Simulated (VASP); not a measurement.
# S (I4_1/amd) in VASP: a series of runs

Runs on S. Level: PBE. Tasks: relaxation of cell and atoms.

All numbers are computed with VASP 6.6.1; they aren't measurements. Logs are shortened: lines on timing, memory, paths and dates and some standing lists are left out, and cuts for length are marked.

## (1) The cell of the first run

The structure is tetragonal, space group I4_1/amd (No. 141). Conventional cell: a = 4.139 Å, b = 4.139 Å, c = 2.276 Å, α = 90.00°, β = 90.00°, γ = 90.00°. Within 2.8 Å of S (site symmetry -4m2) lie 10 S at 2.15 to 2.68 Å.

## (2) Relaxation of cell and atoms, PBE, target pressure 110 GPa, at which the enthalpy is minimised

INCAR

```
ALGO = Normal
EDIFF = 1E-6
EDIFFG = -0.005
ENCUT = 600
GGA = PE
IBRION = 2
ISIF = 3
ISMEAR = -1
LASPH = True
LCHARG = False
LREAL = False
LWAVE = False
NELM = 80
NSW = 60
PREC = Accurate
PSTRESS = 1100.0
SIGMA = 0.08
```

KPOINTS

```
k-points
0
Gamma
  19 19 19
```

POSCAR

```
S
1.0
   -2.0694211069      2.0694211069      1.1381816088
    2.0694211069     -2.0694211069      1.1381816088
    2.0694211069      2.0694211069     -1.1381816088
S
2
Direct
   -0.3750000000     -0.1250000000     -0.2500000000
    0.3750000000      0.1250000000      0.2500000000
```

Potentials or basis: VASP PAW PBE potentials, release 64 (S).

Launch:

```console
> cat potpaw_PBE.64/S/POTCAR > POTCAR
> mpirun -np 1 vasp_std > vasp.out
```

OUTCAR:

```text
EDIFF = 1E-6
   EDIFFG = -0.005
   ENCUT = 600
   GGA = PE
   IBRION = 2
   ISIF = 3
   ISMEAR = -1
   LASPH = True
   LREAL = False
   NELM = 80
   NSW = 60
   PREC = Accurate
   PSTRESS = 1100.0

 ion  position               nearest neighbor table
   1  0.625  0.875  0.750-   2 2.15   2 2.15   2 2.15   2 2.15   2 2.68   2 2.68   2 2.68   2 2.68

   2  0.375  0.125  0.250-   1 2.15   1 2.15   1 2.15   1 2.15   1 2.68   1 2.68   1 2.68   1 2.68

  LATTYP: Found a body centered tetragonal cell.
 ALAT       =     4.1388422138
 C/A-ratio  =     0.5500000000

  Lattice vectors:

 A1 = (  -2.0694211069,   2.0694211069,   1.1381816088)
 A2 = (   2.0694211069,  -2.0694211069,   1.1381816088)
 A3 = (   2.0694211069,   2.0694211069,  -1.1381816088)

Analysis of symmetry for initial positions (statically):
=====================================================================
 Subroutine PRICEL returns:
 Original cell was already a primitive cell.

 Routine SETGRP: Setting up the symmetry group for a
 body centered tetragonal supercell.

 Subroutine GETGRP returns: Found 16 space group operations
 (whereof  4 operations were pure point group operations)
 out of a pool of 16 trial point group operations.

The static configuration has the point symmetry C_2h.
 The point group associated with its full space group is D_4h.

Analysis of symmetry for dynamics (positions and initial velocities):
=====================================================================
 Subroutine PRICEL returns:
 Original cell was already a primitive cell.

 Routine SETGRP: Setting up the symmetry group for a
 body centered tetragonal supercell.

 Subroutine GETGRP returns: Found 16 space group operations
 (whereof  4 operations were pure point group operations)
 out of a pool of 16 trial point group operations.

The dynamic configuration has the point symmetry C_2h.
 The point group associated with its full space group is D_4h.

 Subroutine INISYM returns: Found 16 space group operations
 (whereof  4 operations are pure point group operations),
 and found     1 'primitive' translations

----------------------------------------------------------------------------------------

                                     Primitive cell

  volume of cell :      19.4971

  direct lattice vectors                    reciprocal lattice vectors
    -2.069421107  2.069421107  1.138181609     0.000000000  0.241613463  0.439297205
     2.069421107 -2.069421107  1.138181609     0.241613463  0.000000000  0.439297205
     2.069421107  2.069421107 -1.138181609     0.241613463  0.241613463  0.000000000

  length of vectors
     3.140137706  3.140137706  3.140137706     0.501357258  0.501357258  0.341693036

  position of ions in fractional coordinates (direct lattice)
     0.625000000  0.875000000  0.750000000
     0.375000000  0.125000000  0.250000000

  ion indices of the primitive-cell ions
   primitive index   ion index
                 1           1
                 2           2

----------------------------------------------------------------------------------------

 KPOINTS: k-points

Automatic generation of k-mesh.
 Grid dimensions read from file:
 generate k-points for:   19   19   19

 Generating k-lattice:

  Cartesian coordinates                     Fractional coordinates (reciprocal lattice)
     0.000000000  0.012716498  0.023120906     0.052631579  0.000000000  0.000000000
     0.012716498  0.000000000  0.023120906     0.000000000  0.052631579  0.000000000
     0.012716498  0.012716498  0.000000000     0.000000000  0.000000000  0.052631579

  Length of vectors
     0.026387224  0.026387224  0.017983844

  Shift w.r.t. Gamma in fractional coordinates (k-lattice)
     0.000000000  0.000000000  0.000000000

 Subroutine IBZKPT returns following result:
 ===========================================

 Found    550 irreducible k-points:

 Following reciprocal coordinates:
            Coordinates               Weight
  0.000000  0.000000  0.000000      1.000000
  0.052632  0.000000  0.000000      8.000000
  0.105263  0.000000  0.000000      8.000000
  0.157895  0.000000  0.000000      8.000000
  0.210526 -0.000000  0.000000      8.000000
  0.263158  0.000000  0.000000      8.000000
[... 16 lines left out ...]
 -0.315789  0.052632  0.000000     16.000000
 -0.263158  0.052632  0.000000     16.000000
 [... further k-points ...]
   k-points           NKPTS =    550   k-points in BZ     NKDIM =    550   number of bands    NBANDS=     10
   number of dos      NEDOS =    301   number of ions     NIONS =      2
   total plane-waves  NPLWV =  21952
   dimension x,y,z NGX =    28 NGY =   28 NGZ =   28
   dimension x,y,z NGXF=    56 NGYF=   56 NGZF=   56
   ions per type =               2
   NGX,Y,Z   is equivalent  to a cutoff of  14.82, 14.82, 14.82 a.u.
   NGXF,Y,Z  is equivalent  to a cutoff of  29.65, 29.65, 29.65 a.u.
 SYSTEM =  unknown system
   PREC   = accura    normal or accurate (medium, high low for compatibility)
   ISTART =      0    job   : 0-new  1-cont  2-samecut
   ICHARG =      2    charge: 1-file 2-atom 10-const
   ISPIN  =      1    spin polarized calculation?
   LNONCOLLINEAR =      F non collinear calculations
   LSORBIT =      F    spin-orbit coupling
   LASPH  =      T    aspherical Exc in radial PAW
   ENCUT  =  600.0 eV  44.10 Ry    6.64 a.u.   6.27  6.27  6.27*2*pi/ulx,y,z
   NELM   =     80;   NELMIN=  2; NELMDL= -5     # of ELM steps
   EDIFF  = 0.1E-05   stopping-criterion for ELM
   LREAL  =      F    real-space projection
   EDIFFG = -.5E-02   stopping-criterion for IOM
   NSW    =     60    number of steps for IOM
   IBRION =      2    ionic relax: 0-MD 1-quasi-New 2-CG
   NFREE  =      1    steps in history (QN), initial steepest desc. (CG)
   ISIF   =      3    stress and relaxation
   ISYM   =      2    0-nonsym 1-usesym 2-fastsym
   POTIM  = 0.5000    time-step for ionic-motion
   TEBEG  =    0.0;   TEEND  =   0.0 temperature during run
   PSTRESS= 1100.0 pullay stress
   NELECT =      12.0000    total number of electrons
   NUPDOWN=      -1.0000    fix difference up-down
   EMIN   =  10.00;   EMAX   =-10.00  energy-range for DOS
   EFERMI =   0.00;   METHOD = LEGACY
   ISMEAR =    -1;   SIGMA  =   0.08  broadening in eV -4-tet -1-fermi 0-gaus
   EFERMI_NEDOS =   21; number of points for ismear=-14 and -15
   IALGO  =     38    algorithm
   IMIX   =      4    mixing-type and parameters
     AMIX     =   0.40;   BMIX     =  1.00
     AMIX_MAG =   1.60;   BMIX_MAG =  1.00
  volume/ion in A,a.u.               =       9.75        65.79
  Fermi-wavevector in a.u.,A,eV,Ry     =   1.392554  2.631546 26.384520  1.939208
  Thomas-Fermi vector in A             =   2.516286
   LORBIT       =      0    0 simple, 1 ext, 2 COOP (PROOUT), +10 PAW based schemes
   GGA     = PE    functional components
   LHFCALC =     F    Hartree Fock is set to
   AEXX    =    0.0000 exact exchange contribution
   IVDW    =     0    specifies the selected vdW correction
   LEPSILON=     F    determine dielectric tensor
   LRPA    =     F    only Hartree local field effects (RPA)
 conjugate gradient relaxation of ions
 non-spin polarized calculation
  energy-cutoff  :      600.00
  volume of cell :       19.50
 maximum number of plane-waves:       673
 NGX is ok and might be reduce to    28
   NGX = 13   NGY = 13   NGZ = 13

--------------------------------------- Ionic step        1  -------------------------------------------

 number of electron      12.0000000 magnetization

 Free energy of the ion-electron system (eV)
  ---------------------------------------------------
  ext. energy  EPLUGINS =         0.00000000
  ---------------------------------------------------
  free energy    TOTEN  =        -2.77743953 eV

  energy without entropy =       -2.75782273  energy(sigma->0) =       -2.76763113

------------------------ aborting loop because EDIFF is reached ----------------------------------------

  FORCE on cell =-STRESS in cart. coord.  units (eV):
  Direction    XX          YY          ZZ          XY          YZ          ZX
  --------------------------------------------------------------------------------------
  -------------------------------------------------------------------------------------
  Total       14.0457694     14.0457694     12.7254357      0.0000000     -0.0000000      0.0000000
  in kB     1154.2152608   1154.2152608   1045.7164486      0.0000000     -0.0000000      0.0000000
  external PRESSURE =      18.0489901 kB  Pullay stress =    1100.0000000 kB
[... 97 lines left out ...]
  energy  without entropy=       -3.5138619689  energy(sigma->0) =       -3.52401988

  enthalpy is  TOTEN    =        10.6450358064 eV   P V=       14.1792135890

[... ionic steps 4 to 13 ...]

--------------------------------------- Ionic step       14  -------------------------------------------

 number of electron      11.9999999 magnetization

------------------------ aborting loop because EDIFF is reached ----------------------------------------
[... 71 lines left out ...]
--------------------------------------- Ionic step       16  -------------------------------------------

 number of electron      11.9999999 magnetization

 Free energy of the ion-electron system (eV)
  ---------------------------------------------------
  ext. energy  EPLUGINS =         0.00000000
  ---------------------------------------------------
  free energy    TOTEN  =        -2.91420957 eV

  energy without entropy =       -2.89667357  energy(sigma->0) =       -2.90544157

 E-fermi :  16.6989     XC(G=0): -13.4543

 val. band max:       16.6940295881   @ k =  -0.2632   0.2632   0.0000
 cond. band min:      16.7034446691   @ k =   0.2632   0.1579   0.1053
 fundamental gap:      0.0094150811
 Fermi energy:        16.6988710148

 k-point     1 :       0.0000    0.0000    0.0000
  band No.  band energies     occupation
      1      -7.2431      2.00000
      2       5.1263      2.00000
      3       7.0308      2.00000
      4       7.0308      2.00000
      5      14.9043      2.00000
      6      20.0273      0.00000
      7      20.0273      0.00000
      8      21.4470      0.00000
      9      23.0796      0.00000
     10      24.5353      0.00000
[... 287 lines left out ...]
 k-point    24 :      -0.2632    0.0526    0.0000
  band No.  band energies     occupation
      1      -5.4041      2.00000
      2       3.6986      2.00000
      3       7.1268      2.00000
      4      11.1904      2.00000
      5      14.4031      2.00000
      6      15.3046      2.00000
      7      17.5242      0.00007
      8      18.2880      0.00000
      9      19.9590      0.00000
     10      23.9790      0.00000

 [... further k-points ...]

------------------------ aborting loop because EDIFF is reached ----------------------------------------

  FORCE on cell =-STRESS in cart. coord.  units (eV):
  Direction    XX          YY          ZZ          XY          YZ          ZX
  --------------------------------------------------------------------------------------
  -------------------------------------------------------------------------------------
  Total       13.4661274     13.4661274     13.4579881      0.0000000     -0.0000000     -0.0000000
  in kB     1100.5089020   1100.5089020   1099.8437241      0.0000000     -0.0000000     -0.0000000
  external PRESSURE =       0.2871761 kB  Pullay stress =    1100.0000000 kB
[... 21 lines left out ...]
  energy  without entropy=       -2.8966735690  energy(sigma->0) =       -2.90544157

  enthalpy is  TOTEN    =        10.5456907927 eV   P V=       13.4599003658

 reached required accuracy - stopping structural energy minimisation
```

Run time: 6.7 min. Hardware: 1 thread of Intel Xeon 6975P-C (Granite Rapids), shared host; peak memory 0.25 GiB.

Results:

| Quantity | Value |
| --- | --- |
| Free energy | -2.9142 eV |
| Relaxed volume | 9.80 Å³/atom |
| Relaxed cell | a = 3.194 Å, b = 3.194 Å, c = 3.194 Å, α = 96.64°, β = 96.64°, γ = 140.24° |
| Space group after relaxing (to 0.1 Å) | I4_1/amd (No. 141) |
| Energy change on relaxing (the run minimises the enthalpy) | -68.4 meV/atom |
| Ionic steps | 16 |
| Pressure after relaxing | 110.0 GPa |
| Band gap on the k mesh | zero (bands 6 and 7 overlap by 8.92 eV) |

Step by step:
| step | energy change (eV) | largest force (eV/Å) | pressure (GPa) | volume (Å³) |
| --- | --- | --- | --- | --- |
| 1 | 0.0000 | 0.0000 | 111.80 | 19.50 |
| 2 | -0.2434 | 0.0000 | 105.86 | 19.80 |
| 3 | -0.7567 | 0.0000 | 94.77 | 20.65 |
| 4 | -0.4428 | 0.0000 | 101.56 | 20.07 |
| 5 | -0.4006 | 0.0000 | 102.96 | 20.00 |
| 6 | -0.3768 | 0.0000 | 103.70 | 19.97 |
| 7 | -0.2911 | 0.0000 | 105.95 | 19.83 |
| 8 | -0.1394 | 0.0000 | 109.95 | 19.61 |
| 9 | -0.1443 | 0.0000 | 109.82 | 19.62 |
| 10 | -0.1435 | 0.0000 | 109.83 | 19.61 |
| 11 | -0.1411 | 0.0000 | 109.91 | 19.61 |
| 12 | -0.1418 | 0.0000 | 109.90 | 19.61 |
| 13 | -0.1426 | 0.0000 | 109.88 | 19.61 |
| 14 | -0.1398 | 0.0000 | 109.89 | 19.61 |
| 15 | -0.1314 | 0.0000 | 110.16 | 19.60 |
| 16 | -0.1368 | 0.0000 | 110.03 | 19.60 |

Final structure:
```cif
data_structure
_symmetry_space_group_name_H-M 'P 1'
_symmetry_Int_Tables_number 1
_cell_length_a 3.1943
_cell_length_b 3.1943
_cell_length_c 3.1943
_cell_angle_alpha 96.641
_cell_angle_beta 96.641
_cell_angle_gamma 140.237
_cell_volume 19.60
loop_
_atom_site_label
_atom_site_type_symbol
_atom_site_fract_x
_atom_site_fract_y
_atom_site_fract_z
_atom_site_occupancy
S1 S 0.62500 0.87500 0.75000 1
S2 S 0.37500 0.12500 0.25000 1
```

Caveat: the cell is relaxed towards a set pressure, so the run minimises the enthalpy, not the energy.

(Part 1 of 2 ends here.)
